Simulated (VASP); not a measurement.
# Ta3SiC2 (P6/mmm) in VASP: single point with PBE

Aim: the single point of Ta3SiC2 with PBE.

Program: VASP 6.6.1. These are calculated values, not measurements. Logs are shortened: lines on timing, memory, paths and dates and some standing lists are left out, and cuts for length are marked.

### Step 1. The cell of the first run

Symmetry: P6/mmm, No. 191, hexagonal system. Conventional cell: a = 5.730 Å, b = 5.730 Å, c = 3.000 Å, α = 90.00°, β = 90.00°, γ = 120.00°. Ta (site symmetry mmm) has 4 C at 2.23 Å and 6 Ta at 2.87 to 3.00 Å within 3.1 Å. Within 4.0 Å of Si (site symmetry 6/mmm) lie 2 Si at 3.00 Å and 12 Ta at 3.23 Å and 6 C at 3.31 Å. Within 3.1 Å of C (site symmetry -6m2) lie 6 Ta at 2.23 Å and 2 C at 3.00 Å.

The cell was built from a structure type or drawn by symmetry, and may not be a known phase.

### Step 2. Single point, PBE

Contents of INCAR:

```
PREC     = Accurate       # precision mode
ENCUT    = 520            # plane-wave cutoff, eV
EDIFF    = 1E-7           # SCF threshold, eV
ISMEAR   = 0              # smearing method
SIGMA    = 0.1            # smearing width, eV
LREAL    = False          # projectors in reciprocal space
LASPH    = True           # aspherical terms in the spheres
NELM     = 100            # most SCF steps
ALGO     = Normal         # electronic algorithm
ISIF     = 2              # what is computed and relaxed
LWAVE    = False          # write WAVECAR
LCHARG   = False          # write CHGCAR
GGA      = PE             # functional
NBANDS   = 32             # bands
```

Contents of KPOINTS:

```
regular mesh
0
Gamma
  12 12 12
```

Contents of POSCAR:

```
Ta3SiC2
1.0
    5.7304000484      0.0000000000      0.0000000000
   -2.8652000242      4.9626720158      0.0000000000
    0.0000000000      0.0000000000      3.0004685180
Ta Si C
3 1 2
Direct
    0.5000000000      0.0000000000      0.5000000000
    0.5000000000      0.5000000000      0.5000000000
    0.0000000000      0.5000000000      0.5000000000
    0.0000000000      0.0000000000      0.0000000000
    0.3333333333      0.6666666667      0.0000000000
    0.6666666667      0.3333333333      0.0000000000
```

Potentials or basis: VASP PAW PBE potentials, release 64 (Ta_pv, Si, C).

Run with:

```bash
> cat potpaw_PBE.64/Ta_pv/POTCAR potpaw_PBE.64/Si/POTCAR potpaw_PBE.64/C/POTCAR > POTCAR
> mpirun -np 1 vasp_std > vasp.out
```

OUTCAR:

```text
PREC = Accurate
   ENCUT = 520
   EDIFF = 1E-7
   ISMEAR = 0
   LREAL = False
   LASPH = True
   NELM = 100
   ISIF = 2
   GGA = PE

 ion  position               nearest neighbor table
   1  0.500  0.000  0.500-   5 2.23   6 2.23   5 2.23   6 2.23   2 2.87   3 2.87   2 2.87   3 2.87
                             4 3.23   4 3.23   4 3.23   4 3.23
   2  0.500  0.500  0.500-   5 2.23   6 2.23   5 2.23   6 2.23   3 2.87   3 2.87   1 2.87   1 2.87
                             4 3.23   4 3.23   4 3.23   4 3.23
   3  0.000  0.500  0.500-   5 2.23   6 2.23   5 2.23   6 2.23   2 2.87   2 2.87   1 2.87   1 2.87
                             4 3.23   4 3.23   4 3.23   4 3.23
   4  0.000  0.000  0.000-   1 3.23   1 3.23   1 3.23   1 3.23   2 3.23   3 3.23   3 3.23   3 3.23
                             3 3.23   2 3.23   2 3.23   2 3.23
   5  0.333  0.667  0.000-   3 2.23   3 2.23   1 2.23   1 2.23   2 2.23   2 2.23
   6  0.667  0.333  0.000-   3 2.23   3 2.23   1 2.23   1 2.23   2 2.23   2 2.23

  LATTYP: Found a hexagonal cell.
 ALAT       =     5.7304000484
 C/A-ratio  =     0.5236054189

  Lattice vectors:

 A1 = (   5.7304000484,   0.0000000000,   0.0000000000)
 A2 = (  -2.8652000242,   4.9626720158,   0.0000000000)
 A3 = (   0.0000000000,   0.0000000000,   3.0004685180)

Analysis of symmetry for initial positions (statically):
=====================================================================
 Subroutine PRICEL returns:
 Original cell was already a primitive cell.

 Routine SETGRP: Setting up the symmetry group for a
 hexagonal supercell.

 Subroutine GETGRP returns: Found 24 space group operations
 (whereof 24 operations were pure point group operations)
 out of a pool of 24 trial point group operations.

The static configuration has the point symmetry D_6h.

Analysis of symmetry for dynamics (positions and initial velocities):
=====================================================================
 Subroutine PRICEL returns:
 Original cell was already a primitive cell.

 Routine SETGRP: Setting up the symmetry group for a
 hexagonal supercell.

 Subroutine GETGRP returns: Found 24 space group operations
 (whereof 24 operations were pure point group operations)
 out of a pool of 24 trial point group operations.

The dynamic configuration has the point symmetry D_6h.

 Subroutine INISYM returns: Found 24 space group operations
 (whereof 24 operations are pure point group operations),
 and found     1 'primitive' translations

----------------------------------------------------------------------------------------

                                     Primitive cell

  volume of cell :      85.3276

  direct lattice vectors                    reciprocal lattice vectors
     5.730400048  0.000000000  0.000000000     0.174507886  0.100752175  0.000000000
    -2.865200024  4.962672016  0.000000000     0.000000000  0.201504350  0.000000000
     0.000000000  0.000000000  3.000468518     0.000000000  0.000000000  0.333281284

  length of vectors
     5.730400048  5.730400048  3.000468518     0.201504350  0.201504350  0.333281284

  position of ions in fractional coordinates (direct lattice)
     0.500000000  0.000000000  0.500000000
     0.500000000  0.500000000  0.500000000
     0.000000000  0.500000000  0.500000000
     0.000000000  0.000000000  0.000000000
     0.333333333  0.666666667  0.000000000
     0.666666667  0.333333333  0.000000000

  ion indices of the primitive-cell ions
   primitive index   ion index
                 1           1
                 2           2
                 3           3
                 4           4
                 5           5
                 6           6

----------------------------------------------------------------------------------------

 KPOINTS: regular mesh

Automatic generation of k-mesh.
 Grid dimensions read from file:
 generate k-points for:   12   12   12

 Generating k-lattice:

  Cartesian coordinates                     Fractional coordinates (reciprocal lattice)
     0.014542324  0.008396015  0.000000000     0.083333333  0.000000000  0.000000000
     0.000000000  0.016792029  0.000000000     0.000000000  0.083333333  0.000000000
     0.000000000  0.000000000  0.027773440     0.000000000  0.000000000  0.083333333

  Length of vectors
     0.016792029  0.016792029  0.027773440

  Shift w.r.t. Gamma in fractional coordinates (k-lattice)
     0.000000000  0.000000000  0.000000000

 Subroutine IBZKPT returns following result:
 ===========================================

 Found    133 irreducible k-points:

 Following reciprocal coordinates:
            Coordinates               Weight
  0.000000  0.000000  0.000000      1.000000
  0.083333 -0.000000  0.000000      6.000000
  0.166667  0.000000  0.000000      6.000000
  0.250000 -0.000000  0.000000      6.000000
  0.333333 -0.000000  0.000000      6.000000
  0.416667 -0.000000  0.000000      6.000000
[... 16 lines left out ...]
  0.250000 -0.000000  0.083333     12.000000
  0.333333 -0.000000  0.083333     12.000000
 [... further k-points ...]
   k-points           NKPTS =    133   k-points in BZ     NKDIM =    133   number of bands    NBANDS=     32
   number of dos      NEDOS =    301   number of ions     NIONS =      6
   total plane-waves  NPLWV =  55296
   dimension x,y,z NGX =    48 NGY =   48 NGZ =   24
   dimension x,y,z NGXF=    96 NGYF=   96 NGZF=   48
   ions per type =               3   1   2
   NGX,Y,Z   is equivalent  to a cutoff of  13.93, 13.93, 13.30 a.u.
   NGXF,Y,Z  is equivalent  to a cutoff of  27.85, 27.85, 26.60 a.u.
 SYSTEM =  unknown system
   PREC   = accura    normal or accurate (medium, high low for compatibility)
   ISTART =      0    job   : 0-new  1-cont  2-samecut
   ICHARG =      2    charge: 1-file 2-atom 10-const
   ISPIN  =      1    spin polarized calculation?
   LNONCOLLINEAR =      F non collinear calculations
   LSORBIT =      F    spin-orbit coupling
   LASPH  =      T    aspherical Exc in radial PAW
   ENCUT  =  520.0 eV  38.22 Ry    6.18 a.u.  10.65 10.65  5.58*2*pi/ulx,y,z
   NELM   =    100;   NELMIN=  2; NELMDL= -5     # of ELM steps
   EDIFF  = 0.1E-06   stopping-criterion for ELM
   LREAL  =      F    real-space projection
   EDIFFG = 0.1E-05   stopping-criterion for IOM
   NSW    =      0    number of steps for IOM
   IBRION =     -1    ionic relax: 0-MD 1-quasi-New 2-CG
   NFREE  =      0    steps in history (QN), initial steepest desc. (CG)
   ISIF   =      2    stress and relaxation
   ISYM   =      2    0-nonsym 1-usesym 2-fastsym
   POTIM  = 0.5000    time-step for ionic-motion
   TEBEG  =    0.0;   TEEND  =   0.0 temperature during run
   PSTRESS=    0.0 pullay stress
   NELECT =      45.0000    total number of electrons
   NUPDOWN=      -1.0000    fix difference up-down
   EMIN   =  10.00;   EMAX   =-10.00  energy-range for DOS
   EFERMI =   0.00;   METHOD = LEGACY
   ISMEAR =     0;   SIGMA  =   0.10  broadening in eV -4-tet -1-fermi 0-gaus
   EFERMI_NEDOS =   21; number of points for ismear=-14 and -15
   IALGO  =     38    algorithm
   IMIX   =      4    mixing-type and parameters
     AMIX     =   0.40;   BMIX     =  1.00
     AMIX_MAG =   1.60;   BMIX_MAG =  1.00
  volume/ion in A,a.u.               =      14.22        95.97
  Fermi-wavevector in a.u.,A,eV,Ry     =   1.322663  2.499470 23.802534  1.749437
  Thomas-Fermi vector in A             =   2.452327
   LORBIT       =      0    0 simple, 1 ext, 2 COOP (PROOUT), +10 PAW based schemes
   GGA     = PE    functional components
   LHFCALC =     F    Hartree Fock is set to
   AEXX    =    0.0000 exact exchange contribution
   IVDW    =     0    specifies the selected vdW correction
   LEPSILON=     F    determine dielectric tensor
   LRPA    =     F    only Hartree local field effects (RPA)
 non-spin polarized calculation
 Gauss-broadening in eV      SIGMA  =   0.10
  energy-cutoff  :      520.00
  volume of cell :       85.33
 maximum number of plane-waves:      2334
 NGX is ok and might be reduce to    48
   NGX = 21   NGY = 21   NGZ = 11

 number of electron      44.9999993 magnetization

 Free energy of the ion-electron system (eV)
  ---------------------------------------------------
  ext. energy  EPLUGINS =         0.00000000
  ---------------------------------------------------
  free energy    TOTEN  =       -58.36603706 eV

  energy without entropy =      -58.35414269  energy(sigma->0) =      -58.36008987

 E-fermi :   6.9141     XC(G=0): -12.0645

 val. band max:        6.9096665128   @ k =   0.1667   0.0000   0.0833
 cond. band min:       6.9171384006   @ k =   0.3333   0.1667   0.4167
 fundamental gap:      0.0074718878
 Fermi energy:         6.9141317250

 k-point     1 :       0.0000    0.0000    0.0000
  band No.  band energies     occupation
      1     -28.5194      2.00000
      2     -28.2126      2.00000
      3     -28.2126      2.00000
      4     -27.7187      2.00000
      5     -27.7082      2.00000
      6     -27.5669      2.00000
[... 24 lines left out ...]
     31      10.6691      0.00000
     32      12.0235      0.00000

 k-point     2 :       0.0833   -0.0000    0.0000
  band No.  band energies     occupation
      1     -28.5052      2.00000
      2     -28.2106      2.00000
      3     -28.2037      2.00000
      4     -27.7250      2.00000
      5     -27.7061      2.00000
      6     -27.5691      2.00000
[... 24 lines left out ...]
     31      10.7948      0.00000
     32      12.0953      0.00000

 k-point     3 :       0.1667    0.0000    0.0000
  band No.  band energies     occupation
      1     -28.4649      2.00000
      2     -28.2032      2.00000
      3     -28.1778      2.00000
      4     -27.7440      2.00000
      5     -27.7000      2.00000
      6     -27.5754      2.00000
[... 24 lines left out ...]
     31      11.1526      0.00000
     32      12.1392      0.00000

 k-point     4 :       0.2500   -0.0000    0.0000
  band No.  band energies     occupation
      1     -28.4073      2.00000
      2     -28.1848      2.00000
      3     -28.1367      2.00000
      4     -27.7765      2.00000
      5     -27.6904      2.00000
      6     -27.5852      2.00000
[... 24 lines left out ...]
     31      11.4324      0.00000
     32      11.6760      0.00000

 k-point     5 :       0.3333   -0.0000    0.0000
  band No.  band energies     occupation
      1     -28.3516      2.00000
      2     -28.1419      2.00000
      3     -28.0838      2.00000
      4     -27.8217      2.00000
      5     -27.6787      2.00000
      6     -27.6626      2.00000
[... 584 lines left out ...]
     31      10.8836      0.00000
     32      11.2594      0.00000

 k-point    22 :       0.1667    0.0000    0.0833
  band No.  band energies     occupation
      1     -28.4575      2.00000
      2     -28.1986      2.00000
      3     -28.1732      2.00000
      4     -27.7420      2.00000
      5     -27.7410      2.00000
      6     -27.6131      2.00000
[... 24 lines left out ...]
     31      11.0023      0.00000
     32      11.6013      0.00000

 k-point    23 :       0.2500   -0.0000    0.0833
  band No.  band energies     occupation
      1     -28.4002      2.00000
      2     -28.1801      2.00000
      3     -28.1323      2.00000
      4     -27.7733      2.00000
      5     -27.7323      2.00000
      6     -27.6232      2.00000
[... 24 lines left out ...]
     31      11.1628      0.00000
     32      11.7010      0.00000

 k-point    24 :       0.3333   -0.0000    0.0833
  band No.  band energies     occupation
      1     -28.3449      2.00000
      2     -28.1371      2.00000
      3     -28.0796      2.00000
      4     -27.8183      2.00000
      5     -27.7209      2.00000
      6     -27.6568      2.00000
[... 24 lines left out ...]
     31      11.0348      0.00000
     32      11.5184      0.00000

 [... further k-points ...]
[... 5 lines left out ...]
  --------------------------------------------------------------------------------------
  -------------------------------------------------------------------------------------
  Total        0.1550502      0.1550502      0.2838923      0.0000000      0.0000000     -0.0000000
  in kB        2.9113424      2.9113424      5.3305826      0.0000000      0.0000000     -0.0000000
  external PRESSURE =       3.7177558 kB  Pullay stress =       0.0000000 kB

 VOLUME and BASIS-vectors are now :
 -----------------------------------------------------------------------------
  energy-cutoff  :      520.00
  volume of cell :       85.33
      direct lattice vectors                 reciprocal lattice vectors
     5.730400048  0.000000000  0.000000000     0.174507886  0.100752175  0.000000000
    -2.865200024  4.962672016  0.000000000     0.000000000  0.201504350  0.000000000
     0.000000000  0.000000000  3.000468518     0.000000000  0.000000000  0.333281284

 POSITION                                       TOTAL-FORCE (eV/Angst)
 -----------------------------------------------------------------------------------
      2.86520      0.00000      1.50023        -0.000000      0.000000      0.000000
      1.43260      2.48134      1.50023        -0.000000      0.000000      0.000000
     -1.43260      2.48134      1.50023        -0.000000      0.000000      0.000000
      0.00000      0.00000      0.00000        -0.000000      0.000000      0.000000
     -0.00000      3.30845      0.00000         0.000000      0.000000      0.000000
      2.86520      1.65422      0.00000        -0.000000     -0.000000      0.000000
 -----------------------------------------------------------------------------------
    total drift:                               -0.000000      0.000000     -0.000000

  FREE ENERGIE OF THE ION-ELECTRON SYSTEM (eV)
  ---------------------------------------------------
  free  energy   TOTEN  =       -58.3660370572 eV

  energy  without entropy=      -58.3541426879  energy(sigma->0) =      -58.36008987
```

Run time: 5.4 min. Hardware: 1 thread of Intel Xeon 8259CL, shared host; peak memory 0.45 GiB.

Results:

```
Free energy            : -58.3660 eV
Pressure               : 0.4 GPa
Band gap on the k mesh : zero (an odd number of electrons rules out a gap without spin polarisation)
```

Stress tensor (GPa, compression positive):
```
0.29 0.00 0.00
0.00 0.29 0.00
0.00 0.00 0.53
```

Caveat: spin-orbit coupling is left out, which moves the levels of the heavy elements.
